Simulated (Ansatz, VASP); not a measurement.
# Two plane-wave programs on Li2O

```xyz
3
Lattice="0.0000 2.3095 2.3095 2.3095 0.0000 2.3095 2.3095 2.3095 0.0000" Properties=species:S:1:pos:R:3 pbc="T T T"
Li    1.1547    1.1547    1.1547
Li    3.4642    3.4642    3.4642
O     0.0000    0.0000    0.0000
```

Alike in both runs: task single point; functional PBE; k mesh 8 × 8 × 8; occupations gaussian, width 0.02 eV; no spin polarisation.

```csv
,VASP,Ansatz
version,VASP 6.6.1,Ansatz 0.2.0
potentials or method,"VASP PAW PBE potentials, release 64 (Li_sv, O), cutoff 750 eV","scalar-relativistic, plane waves, PAW"
valence electrons in the cell,12,12
```

|  | VASP | Ansatz | Ansatz less VASP |
| --- | --- | --- | --- |
| gap on the k mesh at the Fermi level (eV) | 4.98 | 4.99 | +0.013 |
| least direct gap on the mesh (eV) | 5.27 | 5.27 | 0.000 |
| pressure (GPa) | 0.0 | 0.4 | +0.33 |

The functional is the same, so the differences come from potentials, cutoffs and numerics.
